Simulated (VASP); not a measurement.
# B (Pm-3m) in VASP: single point with PBEsol

Aim: the single point of B with PBEsol.

Program: VASP 6.6.1. These are calculated values, not measurements. Logs are shortened: lines on timing, memory, paths and dates and some standing lists are left out, and cuts for length are marked.

### Step 1. The cell of the first run

It takes space group Pm-3m (No. 221, cubic). The conventional cell has a = 1.881 Å, b = 1.881 Å, c = 1.881 Å, α = 90.00°, β = 90.00°, γ = 90.00°. B (site symmetry m-3m) has 6 B at 1.88 Å within 2.5 Å.

### Step 2. Single point, PBEsol

Input file INCAR:

```
PREC = Accurate ; ENCUT = 520
EDIFF = 1E-7 ; ISMEAR = -1
SIGMA = 0.13605693000000002 ; LREAL = False
LASPH = True ; NELM = 80
ALGO = Normal ; ISIF = 2
LWAVE = False ; LCHARG = True
GGA = PS ; LELF = True
LVHAR = True ; NBANDS = 8
```

Input file KPOINTS:

```
regular mesh
0
Gamma
  17 17 17
```

Input file POSCAR:

```
B
1.0
    1.8805966116      0.0000000000      0.0000000000
    0.0000000000      1.8805966116      0.0000000000
    0.0000000000      0.0000000000      1.8805966116
B
1
Direct
    0.0000000000      0.0000000000      0.0000000000
```

Potentials or basis: VASP PAW PBE potentials, release 64 (B).

Started as:

```
$ cat potpaw_PBE.64/B/POTCAR > POTCAR
$ mpirun -np 1 vasp_std > vasp.out
```

OUTCAR:

```text
PREC = Accurate
   ENCUT = 520
   EDIFF = 1E-7
   ISMEAR = -1
   LREAL = False
   LASPH = True
   NELM = 80
   ISIF = 2
   GGA = PS

 ion  position               nearest neighbor table
   1  0.000  0.000  0.000-

  LATTYP: Found a simple cubic cell.
 ALAT       =     1.8805966116

  Lattice vectors:

 A1 = (   1.8805966116,   0.0000000000,   0.0000000000)
 A2 = (   0.0000000000,   1.8805966116,   0.0000000000)
 A3 = (   0.0000000000,   0.0000000000,   1.8805966116)

Analysis of symmetry for initial positions (statically):
=====================================================================
 Subroutine PRICEL returns:
 Original cell was already a primitive cell.

 Routine SETGRP: Setting up the symmetry group for a
 simple cubic supercell.

 Subroutine GETGRP returns: Found 48 space group operations
 (whereof 48 operations were pure point group operations)
 out of a pool of 48 trial point group operations.

The static configuration has the point symmetry O_h .

Analysis of symmetry for dynamics (positions and initial velocities):
=====================================================================
 Subroutine PRICEL returns:
 Original cell was already a primitive cell.

 Routine SETGRP: Setting up the symmetry group for a
 simple cubic supercell.

 Subroutine GETGRP returns: Found 48 space group operations
 (whereof 48 operations were pure point group operations)
 out of a pool of 48 trial point group operations.

The dynamic configuration has the point symmetry O_h .

 Subroutine INISYM returns: Found 48 space group operations
 (whereof 48 operations are pure point group operations),
 and found     1 'primitive' translations

----------------------------------------------------------------------------------------

                                     Primitive cell

  volume of cell :       6.6510

  direct lattice vectors                    reciprocal lattice vectors
     1.880596612  0.000000000  0.000000000     0.531746146  0.000000000  0.000000000
     0.000000000  1.880596612  0.000000000     0.000000000  0.531746146  0.000000000
     0.000000000  0.000000000  1.880596612     0.000000000  0.000000000  0.531746146

  length of vectors
     1.880596612  1.880596612  1.880596612     0.531746146  0.531746146  0.531746146

  position of ions in fractional coordinates (direct lattice)
     0.000000000  0.000000000  0.000000000

  ion indices of the primitive-cell ions
   primitive index   ion index
                 1           1

----------------------------------------------------------------------------------------

 KPOINTS: regular mesh

Automatic generation of k-mesh.
 Grid dimensions read from file:
 generate k-points for:   17   17   17

 Generating k-lattice:

  Cartesian coordinates                     Fractional coordinates (reciprocal lattice)
     0.031279185  0.000000000  0.000000000     0.058823529  0.000000000  0.000000000
     0.000000000  0.031279185  0.000000000     0.000000000  0.058823529  0.000000000
     0.000000000  0.000000000  0.031279185     0.000000000  0.000000000  0.058823529

  Length of vectors
     0.031279185  0.031279185  0.031279185

  Shift w.r.t. Gamma in fractional coordinates (k-lattice)
     0.000000000  0.000000000  0.000000000

 Subroutine IBZKPT returns following result:
 ===========================================

 Found    165 irreducible k-points:

 Following reciprocal coordinates:
            Coordinates               Weight
  0.000000  0.000000  0.000000      1.000000
  0.058824  0.000000  0.000000      6.000000
  0.117647  0.000000  0.000000      6.000000
  0.176471  0.000000  0.000000      6.000000
  0.235294  0.000000  0.000000      6.000000
  0.294118  0.000000  0.000000      6.000000
[... 16 lines left out ...]
  0.411765  0.117647  0.000000     24.000000
  0.470588  0.117647  0.000000     24.000000
 [... further k-points ...]
   k-points           NKPTS =    165   k-points in BZ     NKDIM =    165   number of bands    NBANDS=      8
   number of dos      NEDOS =    301   number of ions     NIONS =      1
   total plane-waves  NPLWV =   2744
   dimension x,y,z NGX =    14 NGY =   14 NGZ =   14
   dimension x,y,z NGXF=    28 NGYF=   28 NGZF=   28
   ions per type =               1
   NGX,Y,Z   is equivalent  to a cutoff of  12.38, 12.38, 12.38 a.u.
   NGXF,Y,Z  is equivalent  to a cutoff of  24.75, 24.75, 24.75 a.u.
 SYSTEM =  unknown system
   PREC   = accura    normal or accurate (medium, high low for compatibility)
   ISTART =      0    job   : 0-new  1-cont  2-samecut
   ICHARG =      2    charge: 1-file 2-atom 10-const
   ISPIN  =      1    spin polarized calculation?
   LNONCOLLINEAR =      F non collinear calculations
   LSORBIT =      F    spin-orbit coupling
   LASPH  =      T    aspherical Exc in radial PAW
   ENCUT  =  520.0 eV  38.22 Ry    6.18 a.u.   3.50  3.50  3.50*2*pi/ulx,y,z
   NELM   =     80;   NELMIN=  2; NELMDL= -5     # of ELM steps
   EDIFF  = 0.1E-06   stopping-criterion for ELM
   LREAL  =      F    real-space projection
   EDIFFG = 0.1E-05   stopping-criterion for IOM
   NSW    =      0    number of steps for IOM
   IBRION =     -1    ionic relax: 0-MD 1-quasi-New 2-CG
   NFREE  =      0    steps in history (QN), initial steepest desc. (CG)
   ISIF   =      2    stress and relaxation
   ISYM   =      2    0-nonsym 1-usesym 2-fastsym
   POTIM  = 0.5000    time-step for ionic-motion
   TEBEG  =    0.0;   TEEND  =   0.0 temperature during run
   PSTRESS=    0.0 pullay stress
   NELECT =       3.0000    total number of electrons
   NUPDOWN=      -1.0000    fix difference up-down
   EMIN   =  10.00;   EMAX   =-10.00  energy-range for DOS
   EFERMI =   0.00;   METHOD = LEGACY
   ISMEAR =    -1;   SIGMA  =   0.14  broadening in eV -4-tet -1-fermi 0-gaus
   EFERMI_NEDOS =   21; number of points for ismear=-14 and -15
   IALGO  =     38    algorithm
   IMIX   =      4    mixing-type and parameters
     AMIX     =   0.40;   BMIX     =  1.00
     AMIX_MAG =   1.60;   BMIX_MAG =  1.00
  volume/ion in A,a.u.               =       6.65        44.88
  Fermi-wavevector in a.u.,A,eV,Ry     =   1.255508  2.372567 21.446880  1.576301
  Thomas-Fermi vector in A             =   2.389262
   LORBIT       =      0    0 simple, 1 ext, 2 COOP (PROOUT), +10 PAW based schemes
   GGA     = PS    functional components
   LHFCALC =     F    Hartree Fock is set to
   AEXX    =    0.0000 exact exchange contribution
   IVDW    =     0    specifies the selected vdW correction
   LEPSILON=     F    determine dielectric tensor
   LRPA    =     F    only Hartree local field effects (RPA)
 non-spin polarized calculation
  energy-cutoff  :      520.00
  volume of cell :        6.65
 maximum number of plane-waves:       187
 NGX is ok and might be reduce to    14
   NGX =  7   NGY =  7   NGZ =  7

 number of electron       3.0000000 magnetization

 Free energy of the ion-electron system (eV)
  ---------------------------------------------------
  ext. energy  EPLUGINS =         0.00000000
  ---------------------------------------------------
  free energy    TOTEN  =        -5.99157386 eV

  energy without entropy =       -5.97321342  energy(sigma->0) =       -5.98239364

 E-fermi :   7.0602     XC(G=0): -12.4497

 val. band max:        7.0355937359   @ k =   0.4706   0.4706   0.2353
 cond. band min:       7.1067449033   @ k =   0.3529   0.2941   0.0000
 fundamental gap:      0.0711511674
 Fermi energy:         7.0602048386

 k-point     1 :       0.0000    0.0000    0.0000
  band No.  band energies     occupation
      1      -8.7720      2.00000
      2      20.7787      0.00000
      3      20.7787      0.00000
      4      20.7787      0.00000
      5      31.2290      0.00000
      6      31.2290      0.00000
      7      40.2859      0.00000
      8      60.6156      0.00000

 k-point     2 :       0.0588    0.0000    0.0000
  band No.  band energies     occupation
      1      -8.6540      2.00000
      2      19.5593      0.00000
      3      20.8783      0.00000
      4      20.8783      0.00000
      5      31.3673      0.00000
      6      32.5800      0.00000
      7      40.2185      0.00000
      8      59.6746      0.00000

 k-point     3 :       0.1176    0.0000    0.0000
  band No.  band energies     occupation
      1      -8.3001      2.00000
      2      16.9463      0.00000
      3      21.1717      0.00000
      4      21.1717      0.00000
      5      31.7808      0.00000
      6      35.4944      0.00000
      7      40.0947      0.00000
      8      57.2835      0.00000

 k-point     4 :       0.1765    0.0000    0.0000
  band No.  band energies     occupation
      1      -7.7114      2.00000
      2      13.9867      0.00000
      3      21.6423      0.00000
      4      21.6423      0.00000
      5      32.4646      0.00000
      6      38.1062      0.00000
      7      40.6777      0.00000
      8      54.3024      0.00000

 k-point     5 :       0.2353    0.0000    0.0000
  band No.  band energies     occupation
      1      -6.8897      2.00000
      2      11.0411      0.00000
      3      22.2585      0.00000
      4      22.2585      0.00000
      5      33.4075      0.00000
      6      38.4038      0.00000
      7      43.4896      0.00000
      8      51.3064      0.00000

 k-point     6 :       0.2941    0.0000    0.0000
  band No.  band energies     occupation
      1      -5.8386      2.00000
      2       8.2339      0.00036
      3      22.9671      0.00000
      4      22.9671      0.00000
      5      34.5879      0.00000
      6      38.0229      0.00000
      7      46.5320      0.00000
      8      48.5801      0.00000

 k-point     7 :       0.3529    0.0000    0.0000
  band No.  band energies     occupation
      1      -4.5668      2.00000
      2       5.6221      1.99995
      3      23.6845      0.00000
      4      23.6845      0.00000
      5      35.9528      0.00000
      6      37.6052      0.00000
      7      46.3034      0.00000
      8      46.3034      0.00000

 k-point     8 :       0.4118    0.0000    0.0000
  band No.  band energies     occupation
      1      -3.1018      2.00000
      2       3.2558      2.00000
      3      24.2912      0.00000
      4      24.2912      0.00000
      5      37.2800      0.00000
      6      37.3654      0.00000
      7      44.6412      0.00000
      8      44.6412      0.00000

 k-point     9 :       0.4706    0.0000    0.0000
  band No.  band energies     occupation
      1      -1.6134      2.00000
      2       1.3146      2.00000
      3      24.6467      0.00000
      4      24.6467      0.00000
      5      37.1045      0.00000
      6      38.4342      0.00000
      7      43.7537      0.00000
      8      43.7537      0.00000

 k-point    10 :       0.0588    0.0588    0.0000
  band No.  band energies     occupation
      1      -8.5359      2.00000
      2      19.2200      0.00000
      3      20.1453      0.00000
      4      20.9776      0.00000
      5      32.1305      0.00000
      6      33.2617      0.00000
      7      40.1269      0.00000
      8      58.7954      0.00000
[... 78 lines left out ...]
 k-point    18 :       0.1176    0.1176    0.0000
  band No.  band energies     occupation
      1      -7.8280      2.00000
      2      16.2504      0.00000
      3      18.7198      0.00000
      4      21.5609      0.00000
      5      34.2888      0.00000
      6      37.6030      0.00000
      7      39.4340      0.00000
      8      54.2450      0.00000

 k-point    19 :       0.1765    0.1176    0.0000
  band No.  band energies     occupation
      1      -7.2392      2.00000
      2      13.9899      0.00000
      3      18.6453      0.00000
      4      22.0267      0.00000
      5      35.3196      0.00000
      6      38.4325      0.00000
      7      40.7544      0.00000
      8      51.8125      0.00000

 k-point    20 :       0.2353    0.1176    0.0000
  band No.  band energies     occupation
      1      -6.4174      2.00000
      2      11.2459      0.00000
      3      19.2123      0.00000
      4      22.6360      0.00000
      5      36.2215      0.00000
      6      37.3403      0.00000
      7      43.9618      0.00000
      8      49.5154      0.00000

 k-point    21 :       0.2941    0.1176    0.0000
  band No.  band energies     occupation
      1      -5.3664      2.00000
      2       8.5308      0.00004
      3      20.0038      0.00000
      4      23.3355      0.00000
      5      35.7833      0.00000
      6      37.4695      0.00000
      7      46.3255      0.00000
      8      47.9069      0.00000

 k-point    22 :       0.3529    0.1176    0.0000
  band No.  band energies     occupation
      1      -4.0943      2.00000
      2       5.9694      1.99934
      3      20.8810      0.00000
      4      24.0423      0.00000
      5      34.3933      0.00000
      6      38.6388      0.00000
      7      45.4018      0.00000
      8      46.8050      0.00000

 k-point    23 :       0.4118    0.1176    0.0000
  band No.  band energies     occupation
      1      -2.6260      2.00000
      2       3.6276      2.00000
      3      21.6884      0.00000
      4      24.6385      0.00000
      5      33.1702      0.00000
      6      39.9203      0.00000
      7      43.9720      0.00000
      8      45.1800      0.00000

 k-point    24 :       0.4706    0.1176    0.0000
  band No.  band energies     occupation
      1      -1.1147      2.00000
      2       1.6763      2.00000
      3      22.2004      0.00000
      4      24.9870      0.00000
      5      32.4305      0.00000
      6      41.1943      0.00000
      7      42.6807      0.00000
      8      44.3097      0.00000

 [... further k-points ...]
[... 5 lines left out ...]
  --------------------------------------------------------------------------------------
  -------------------------------------------------------------------------------------
  Total       -0.0258573     -0.0258573     -0.0258573     -0.0000000     -0.0000000      0.0000000
  in kB       -6.2288338     -6.2288338     -6.2288338     -0.0000000     -0.0000000      0.0000000
  external PRESSURE =      -6.2288338 kB  Pullay stress =       0.0000000 kB

 VOLUME and BASIS-vectors are now :
 -----------------------------------------------------------------------------
  energy-cutoff  :      520.00
  volume of cell :        6.65
      direct lattice vectors                 reciprocal lattice vectors
     1.880596612  0.000000000  0.000000000     0.531746146  0.000000000  0.000000000
     0.000000000  1.880596612  0.000000000     0.000000000  0.531746146  0.000000000
     0.000000000  0.000000000  1.880596612     0.000000000  0.000000000  0.531746146

 POSITION                                       TOTAL-FORCE (eV/Angst)
 -----------------------------------------------------------------------------------
      0.00000      0.00000      0.00000         0.000000      0.000000      0.000000
 -----------------------------------------------------------------------------------
    total drift:                                0.000000     -0.000000     -0.000000

  FREE ENERGIE OF THE ION-ELECTRON SYSTEM (eV)
  ---------------------------------------------------
  free  energy   TOTEN  =        -5.9915738584 eV

  energy  without entropy=       -5.9732134215  energy(sigma->0) =       -5.98239364
```

Wall time 4.3 s (1 thread of Intel Xeon Platinum 8375C at 2.90GHz (Ice Lake), shared host); peak memory 0.11 GiB.

Results:

```yaml
Free_energy: -5.9916 eV
Pressure: -0.6 GPa
```

Caveat: the PAW data sets were made with another functional, which shifts forces and pressure a little.
